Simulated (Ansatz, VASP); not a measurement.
**BiTe in VASP and in Ansatz**

```
Bi Te
1.0
     4.57498    0.00000    0.00000
     2.28749    3.96205    0.00000
     2.28749    1.32068    3.73546
Bi Te
1 1
Direct
  0.00000 0.00000 0.00000
  0.50000 0.50000 0.50000
```

Alike in both runs: task single point; functional PBE; k mesh 7 × 7 × 7; no spin polarisation.

|  | VASP | Ansatz |
| --- | --- | --- |
| version | VASP 6.6.1 | Ansatz 0.2.0 |
| potentials or method | VASP PAW PBE potentials, release 64 (Bi_d, Te) | plane waves, PAW |
| plane-wave cutoff (eV) | 500 | 420 |
| occupations | methfessel-paxton of order 1, width 0.15 eV | cold, width 0.15 eV |
| valence electrons in the cell | 21 | 31 |

```csv
,VASP,Ansatz,Ansatz less VASP
gap on the k mesh at the Fermi level (eV),none,none,-
pressure (GPa),0.9,0.9,+0.03
```

A gap of «none» marks a metal or a gap that the smearing closes. VASP's potentials hold 21 valence electrons a cell and Ansatz's 31, so a difference there can come from the potentials and not from the codes.

Neither program's run includes spin-orbit coupling.
